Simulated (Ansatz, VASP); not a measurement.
# Two plane-wave programs on Pt

```
Pt
1.0
    -1.45748    1.45748    1.71096
     1.45748   -1.45748    1.71096
     1.45748    1.45748   -1.71096
Pt
1
Direct
  0.00000 0.00000 0.00000
```

Change from the starting cell: strain -0.080 along x and y, +0.080 along z, atoms carried along.

Alike in both runs: task single point; functional PBE; k mesh 22 × 22 × 22; occupations gaussian, width 0.15 eV; no spin polarisation.

|  | VASP | Ansatz |
| --- | --- | --- |
| version | VASP 6.6.1 | Ansatz 0.2.0 |
| potentials or method | VASP PAW PBE potentials, release 64 (Pt), cutoff 520 eV | scalar-relativistic, plane waves, PAW |
| valence electrons in the cell | 10 | 18 |

|  | VASP | Ansatz | Ansatz less VASP |
| --- | --- | --- | --- |
| gap on the k mesh at the Fermi level (eV) | none | none | - |
| pressure (GPa) | 23.7 | 24.3 | +0.58 |
| traceless stress, the component that is largest in VASP (GPa) | 5.63 | 5.65 | +0.020 |

A gap of «none» marks a metal or a gap that the smearing closes. The functional is the same, so the differences come from potentials, cutoffs and numerics. VASP's potentials hold 10 valence electrons a cell and Ansatz's 18, so a difference there can come from the potentials and not from the codes.

Spin-orbit coupling is off throughout.
